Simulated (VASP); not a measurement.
# Si (a cell with a defect) in VASP: single point with PBEsol

Aim: the single point of Si (a cell with a defect) with PBEsol.

All numbers are computed with VASP 6.6.1; they aren't measurements. Logs are shortened: lines on timing, memory, paths and dates and some standing lists are left out, and cuts for length are marked.

## 1. The cell of the first run

The cell holds a defect, 65 atoms: a = 10.866 Å, b = 10.866 Å, c = 10.866 Å, α = 90.00°, β = 90.00°, γ = 90.00°.

## 2. Single point, PBEsol, collinear spin

INCAR

```
SYSTEM = Si
  PREC = Accurate
  ENCUT = 400
  EDIFF = 1E-6
  ISMEAR = -1
  SIGMA = 0.05
  LREAL = Auto
  LASPH = .TRUE.
  NELM = 200
  ALGO = Normal
  ISIF = 2
  LWAVE = .FALSE.
  LCHARG = .FALSE.
  ISPIN = 2
  MAGMOM = 0 0 0 0.286 0 0 0 0 0 0 0 0 0 0 0 0.286 0 0 0 0 0 0 0 0.286 0 0 0 0 0 0.286 0 0 0 0 0 0 0 0 0 0.286 0 0 0 0 0 0 0.286 0 0 0 0 0 0 0 0 0 0 0 0 0 0 0 0 0 0.286
  LORBIT = 11
  GGA = PS
  ISYM = 0
  NBANDS = 172
  GGA_COMPAT = .FALSE.
  NCORE = 4
```

KPOINTS

```
Automatic mesh
0
Gamma
  1 1 1
  0.25 0.25 0.25
```

POSCAR

```
Si
1.0
   10.8655790000      0.0000000000      0.0000000000
    0.0000000000     10.8655790000      0.0000000000
    0.0000000000      0.0000000000     10.8655790000
Si
65
Direct
    0.0002470000      0.9990400000      0.9987620000
    0.0004450000      0.0020660000      0.5000270000
    0.0004570000      0.5003030000      0.0018460000
    0.0097430000      0.5001140000      0.4998020000
    0.4995920000      0.0009590000      0.0006580000
    0.4980660000      0.0002630000      0.4990660000
    0.4980740000      0.4993460000      0.0000330000
    0.4945940000      0.4992840000      0.4990630000
    0.1246300000      0.1244560000      0.1241810000
    0.1261740000      0.1249210000      0.6256700000
    0.1261860000      0.6259270000      0.1247200000
    0.1294060000      0.6259410000      0.6257630000
    0.6240920000      0.1262730000      0.1260780000
    0.6236320000      0.1232050000      0.6247940000
    0.6236560000      0.6250550000      0.1229910000
    0.6139920000      0.6253050000      0.6250520000
    0.2503920000      0.2500820000      0.0007070000
    0.2498130000      0.2485260000      0.4989920000
    0.2485160000      0.7507600000      0.9988890000
    0.2515300000      0.7509740000      0.5000180000
    0.7487860000      0.2486510000      0.0001000000
    0.7487660000      0.2453330000      0.4991440000
    0.7496770000      0.7510240000      0.0019050000
    0.7495630000      0.7604390000      0.4998180000
    0.3758190000      0.3745620000      0.1260060000
    0.3725330000      0.3742130000      0.6247600000
    0.3739250000      0.8752890000      0.1241850000
    0.3743610000      0.8766820000      0.6257230000
    0.8745110000      0.3743140000      0.1230000000
    0.8749620000      0.3645800000      0.6251720000
    0.8754870000      0.8767060000      0.1246830000
    0.8754910000      0.8799000000      0.6258410000
    0.2503810000      0.0009820000      0.2498120000
    0.2485190000      0.9990900000      0.7504830000
    0.2498010000      0.4992300000      0.2483320000
    0.2515650000      0.5002210000      0.7507960000
    0.7488110000      0.0002820000      0.2484020000
    0.7496920000      0.0021440000      0.7507290000
    0.7487590000      0.4993830000      0.2451410000
    0.7495970000      0.5000720000      0.7602570000
    0.3758400000      0.1262540000      0.3742810000
    0.3738960000      0.1244470000      0.8749810000
    0.3725480000      0.6250030000      0.3739880000
    0.3743610000      0.6260100000      0.8764560000
    0.8744930000      0.1232190000      0.3740470000
    0.8754410000      0.1249450000      0.8764570000
    0.8749350000      0.6254970000      0.3643540000
    0.8755010000      0.6261250000      0.8796850000
    0.9974270000      0.2480610000      0.2478280000
    0.0041850000      0.2474020000      0.7544350000
    0.0042000000      0.7547050000      0.2471920000
    0.9961490000      0.7465590000      0.7463060000
    0.5025520000      0.2530650000      0.2527830000
    0.4974340000      0.2480660000      0.7476800000
    0.4973960000      0.7479370000      0.2478060000
    0.4969040000      0.7546390000      0.7543800000
    0.1272020000      0.3708400000      0.3706240000
    0.1268020000      0.3773790000      0.8771430000
    0.1268660000      0.8773860000      0.3771460000
    0.1218890000      0.8723240000      0.8720830000
    0.6282970000      0.3788960000      0.3786870000
    0.6202420000      0.3707940000      0.8774740000
    0.6202320000      0.8777000000      0.3705340000
    0.6268470000      0.8773280000      0.8770550000
    0.8112800000      0.5620390000      0.5618700000
```

Potentials or basis: VASP PAW PBE potentials, release 64 (Si).

On the command line:

```console
> cat potpaw_PBE.64/Si/POTCAR > POTCAR
> mpirun -np 4 vasp_std > vasp.out
```

OUTCAR:

```text
SYSTEM = Si
   PREC = Accurate
   ENCUT = 400
   EDIFF = 1E-6
   ISMEAR = -1
   LREAL = Auto
   LASPH = .TRUE.
   NELM = 200
   ISIF = 2
   ISPIN = 2
   LORBIT = 11
   GGA = PS
   ISYM = 0

 ion  position               nearest neighbor table
   1  0.000  0.999  0.999-  31 2.34  46 2.34  60 2.35   9 2.35
   2  0.000  0.002  0.500-  32 2.34  45 2.34  59 2.35  10 2.35
   3  0.000  0.500  0.002-  48 2.34  29 2.34  58 2.35  11 2.35
   4  0.010  0.500  0.500-  12 2.33  65 2.36  57 2.36  47 2.48  30 2.48
   5  0.500  0.001  0.001-  64 2.35  42 2.35  27 2.35  13 2.35
   6  0.498  0.000  0.499-  41 2.34  63 2.34  28 2.35  14 2.35
   7  0.498  0.499  0.000-  25 2.34  62 2.34  44 2.35  15 2.35
   8  0.495  0.499  0.499-  16 2.33  26 2.34  43 2.34  61 2.35
   9  0.125  0.124  0.124-  49 2.35  33 2.35  17 2.35   1 2.35
  10  0.126  0.125  0.626-  34 2.34  50 2.34  18 2.35   2 2.35
  11  0.126  0.626  0.125-  19 2.34  51 2.34  35 2.35   3 2.35
  12  0.129  0.626  0.626-   4 2.33  20 2.34  36 2.34  52 2.35
  13  0.624  0.126  0.126-  37 2.34  21 2.34  53 2.35   5 2.35
  14  0.624  0.123  0.625-  22 2.34  38 2.34  54 2.35   6 2.35
  15  0.624  0.625  0.123-  39 2.34  23 2.34  55 2.35   7 2.35
  16  0.614  0.625  0.625-   8 2.33  65 2.35  56 2.36  24 2.49  40 2.49
  17  0.250  0.250  0.001-  58 2.35   9 2.35  42 2.35  25 2.35
[... 32 lines left out ...]
  50  0.004  0.247  0.754-  46 2.34  10 2.34  58 2.36  30 2.36
  51  0.004  0.755  0.247-  31 2.34  11 2.34  59 2.36  47 2.36
  52  0.996  0.747  0.746-  12 2.35  32 2.35  48 2.35  60 2.37
  53  0.503  0.253  0.253-  25 2.35  41 2.35  13 2.35  61 2.37
[... 9 lines left out ...]
  63  0.620  0.878  0.371-   6 2.34  37 2.34  55 2.36  24 2.36
  64  0.627  0.877  0.877-  23 2.35  38 2.35   5 2.35  56 2.36
  65  0.811  0.562  0.562-  16 2.35  40 2.36  24 2.36  30 2.36   4 2.36  47 2.36

IMPORTANT INFORMATION: All symmetrisations will be switched off!
NOSYMM: (Re-)initialisation of all symmetry stuff for point group C_1.

----------------------------------------------------------------------------------------

                                     Primitive cell

  volume of cell :    1282.7990

  direct lattice vectors                    reciprocal lattice vectors
    10.865579000  0.000000000  0.000000000     0.092033752  0.000000000  0.000000000
     0.000000000 10.865579000  0.000000000     0.000000000  0.092033752  0.000000000
     0.000000000  0.000000000 10.865579000     0.000000000  0.000000000  0.092033752

  length of vectors
    10.865579000 10.865579000 10.865579000     0.092033752  0.092033752  0.092033752

  position of ions in fractional coordinates (direct lattice)
     0.000247000  0.999040000  0.998762000
     0.000445000  0.002066000  0.500027000
     0.000457000  0.500303000  0.001846000
     0.009743000  0.500114000  0.499802000
     0.499592000  0.000959000  0.000658000
     0.498066000  0.000263000  0.499066000
[... 57 lines left out ...]
     0.626847000  0.877328000  0.877055000
     0.811280000  0.562039000  0.561870000

  ion indices of the primitive-cell ions
   primitive index   ion index
[... 168 lines left out ...]
 val. band max:        6.1171662105   @ k =   0.2500   0.2500   0.2500
 cond. band min:       6.6103288716   @ k =   0.2500   0.2500   0.2500
 fundamental gap:      0.4931626610
 Fermi energy:         6.3394486879

 spin component 1

 k-point     1 :       0.2500    0.2500    0.2500
  band No.  band energies     occupation
      1      -6.3878      1.00000
      2      -5.7069      1.00000
      3      -5.3925      1.00000
      4      -5.3924      1.00000
      5      -5.0621      1.00000
      6      -4.8856      1.00000
[... 569 lines left out ...]
    141       7.6705      0.00000
    142       7.6715      0.00000
 Fermi energy:         6.3394486879

 spin component 2

 k-point     1 :       0.2500    0.2500    0.2500
  band No.  band energies     occupation
      1      -6.3878      1.00000
      2      -5.7069      1.00000
      3      -5.3925      1.00000
      4      -5.3924      1.00000
      5      -5.0621      1.00000
      6      -4.8856      1.00000
[... 569 lines left out ...]
    141       7.6705      0.00000
    142       7.6715      0.00000
 [bands above 142 left out]

------------------------ aborting loop because EDIFF is reached ----------------------------------------

  FORCE on cell =-STRESS in cart. coord.  units (eV):
  Direction    XX          YY          ZZ          XY          YZ          ZX
  --------------------------------------------------------------------------------------
  -------------------------------------------------------------------------------------
  Total        8.4934336      8.4718814      8.4653217     -1.3453441     -1.3600011     -1.3462484
  in kB       10.6080427     10.5811246     10.5729317     -1.6802943     -1.6986004     -1.6814236
  external PRESSURE =      10.5873664 kB  Pullay stress =       0.0000000 kB

 VOLUME and BASIS-vectors are now :
 -----------------------------------------------------------------------------
  energy-cutoff  :      400.00
  volume of cell :     1282.80
      direct lattice vectors                 reciprocal lattice vectors
    10.865579000  0.000000000  0.000000000     0.092033752  0.000000000  0.000000000
     0.000000000 10.865579000  0.000000000     0.000000000  0.092033752  0.000000000
     0.000000000  0.000000000 10.865579000     0.000000000  0.000000000  0.092033752

 POSITION                                       TOTAL-FORCE (eV/Angst)
 -----------------------------------------------------------------------------------
      0.00268     10.85515     10.85213         0.056310      0.026640      0.026104
      0.00484      0.02245      5.43308         0.033718      0.016958      0.052125
      0.00497      5.43608      0.02006         0.032409      0.051722      0.017392
      0.10586      5.43403      5.43064         0.216321     -0.170612     -0.168735
      5.42836      0.01042      0.00715         0.022311      0.023614      0.024686
      5.41178      0.00286      5.42264         0.018784      0.015954      0.112760
[... 57 lines left out ...]
      6.81106      9.53268      9.52971        -0.077583     -0.034148     -0.034452
      8.81503      6.10688      6.10504         0.009043     -0.010807     -0.015477
 -----------------------------------------------------------------------------------
    total drift:                               -0.001928      0.000020      0.000920

  FREE ENERGIE OF THE ION-ELECTRON SYSTEM (eV)
  ---------------------------------------------------
  free  energy   TOTEN  =      -370.1387627660 eV

  energy  without entropy=     -370.1340862458  energy(sigma->0) =     -370.13642451

 total charge

# of ion       s       p       d       tot
------------------------------------------
    1        0.753   0.939   0.000   1.691
    2        0.752   0.942   0.000   1.695
    3        0.752   0.942   0.000   1.695
    4        0.765   0.898   0.000   1.664
    5        0.752   0.937   0.000   1.688
    6        0.753   0.942   0.000   1.694
[... 57 lines left out ...]
   64        0.753   0.939   0.000   1.692
   65        0.844   0.895   0.000   1.739
--------------------------------------------------
tot         49.158  60.734   0.000 109.892

 magnetization (x)

# of ion       s       p       d       tot
------------------------------------------
    1       -0.000  -0.000   0.000  -0.000
    2        0.000   0.000   0.000   0.000
    3        0.000   0.000   0.000   0.000
    4        0.000   0.000   0.000   0.000
    5       -0.000  -0.000   0.000  -0.000
    6       -0.000  -0.000   0.000  -0.000
[... 57 lines left out ...]
   64        0.000  -0.000   0.000  -0.000
   65        0.000   0.000   0.000   0.000
--------------------------------------------------
tot          0.000   0.000   0.000   0.000
```

It took 18 min on 4 MPI ranks of Oxide Virtual Turin-like, shared host; peak memory 0.43 GiB.

Results:

```
Free energy                                           : -370.1388 eV
Pressure                                              : 1.1 GPa
Largest force                                         : 0.342 eV/Å
Band gap on the k mesh                                : 0.49 eV
Net moment                                            : 0.00 μB per cell
Valence electrons inside the program's atomic spheres : Si 1.69, 1.70, 1.66, 1.68, 1.74 (each value once)
```

Forces in eV/Å, atoms in the order of the input:
```
Si   0.056  0.027  0.026
Si   0.034  0.017  0.052
Si   0.032  0.052  0.017
Si   0.216 -0.171 -0.169
Si   0.022  0.024  0.025
Si   0.019  0.016  0.113
Si   0.020  0.113  0.015
Si   0.043 -0.019 -0.021
Si  -0.018 -0.024 -0.024
Si  -0.020 -0.014 -0.111
Si  -0.020 -0.111 -0.014
Si  -0.044  0.020  0.018
Si  -0.060 -0.024 -0.028
Si  -0.031 -0.018 -0.053
Si  -0.032 -0.053 -0.018
Si  -0.227  0.180  0.182
Si   0.026  0.021  0.026
Si   0.012  0.021  0.114
Si   0.029  0.059  0.023
Si   0.016  0.035  0.053
Si   0.116  0.018  0.015
Si  -0.018  0.039 -0.019
Si   0.056  0.035  0.015
Si  -0.169  0.215 -0.170
Si  -0.028 -0.061 -0.025
Si  -0.013 -0.036 -0.049
Si  -0.027 -0.023 -0.025
Si  -0.011 -0.020 -0.112
Si  -0.055 -0.034 -0.017
Si   0.169 -0.213  0.173
Si  -0.114 -0.019 -0.013
Si   0.020 -0.039  0.017
Si   0.026  0.024  0.022
Si   0.028  0.025  0.060
Si   0.013  0.114  0.019
Si   0.013  0.054  0.033
Si   0.114  0.016  0.018
Si   0.055  0.015  0.038
Si  -0.016 -0.018  0.038
Si  -0.170 -0.170  0.212
Si  -0.028 -0.023 -0.061
Si  -0.026 -0.024 -0.021
Si  -0.015 -0.050 -0.036
Si  -0.011 -0.113 -0.020
Si  -0.053 -0.018 -0.034
Si  -0.114 -0.013 -0.019
Si   0.168  0.169 -0.212
Si   0.020  0.017 -0.038
Si   0.074  0.037  0.036
Si   0.018  0.126  0.019
Si   0.018  0.019  0.124
Si  -0.013 -0.005 -0.004
Si   0.004 -0.001  0.003
Si   0.036  0.036  0.077
Si   0.038  0.077  0.036
Si   0.126  0.018  0.018
Si  -0.128 -0.021 -0.022
Si  -0.037 -0.077 -0.037
Si  -0.040 -0.037 -0.078
Si  -0.003  0.002  0.001
Si   0.007  0.006  0.005
Si  -0.018 -0.018 -0.127
Si  -0.017 -0.128 -0.016
Si  -0.078 -0.034 -0.034
Si   0.009 -0.011 -0.015
```

Levels at points of the mesh, in eV from the valence-band top:
Spin up:
```tsv
k point	band 127	band 128	band 129	band 130	band 131	band 132	band 133	band 134
(0.25, 0.25, 0.25)	-0.57	-0.57	-0.48	0.00	0.49	0.49	0.81	0.82
```
Spin down:
| k point | band 127 | band 128 | band 129 | band 130 | band 131 | band 132 | band 133 | band 134 |
| --- | --- | --- | --- | --- | --- | --- | --- | --- |
| (0.25, 0.25, 0.25) | -0.57 | -0.57 | -0.48 | 0.00 | 0.49 | 0.49 | 0.81 | 0.82 |

Caveat: the PAW data sets were made with another functional, which shifts forces and pressure a little.
